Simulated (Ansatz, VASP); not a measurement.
Two plane-wave programs on BaTiO2

```
Ba Ti O
1.0
     3.72258    0.00000    0.00000
    -1.86129    3.22385    0.00000
     0.00000    0.00000    6.40053
Ba Ti O
1 1 2
Cartesian
  0.0000 0.0000 0.0000
  0.0000 0.0000 3.2003
  0.0000 2.1492 3.2003
  1.8613 1.0746 3.2003
```

Alike in both runs: functional PBE; k mesh 12 × 12 × 8; occupations gaussian, width 0.1 eV; no spin polarisation.

Ansatz relaxed the structure, and its values are those at the end. VASP's run is a single point on that final structure, the one shown.

```csv
,VASP,Ansatz
version,VASP 6.6.1,Ansatz 0.2.0
potentials or method,"VASP PAW PBE potentials, release 64 (Ba_sv, Ti_sv, O), cutoff 520 eV","scalar-relativistic, plane waves, PAW"
valence electrons in the cell,34,34
```

```csv
,VASP,Ansatz,Ansatz less VASP
gap on the k mesh at the Fermi level (eV),none,none,-
pressure (GPa),0.4,0.0,-0.40
```

A gap of «none» marks a metal or a gap that the smearing closes. The functional is the same, so the differences come from potentials, cutoffs and numerics.

Spin-orbit coupling is off throughout.
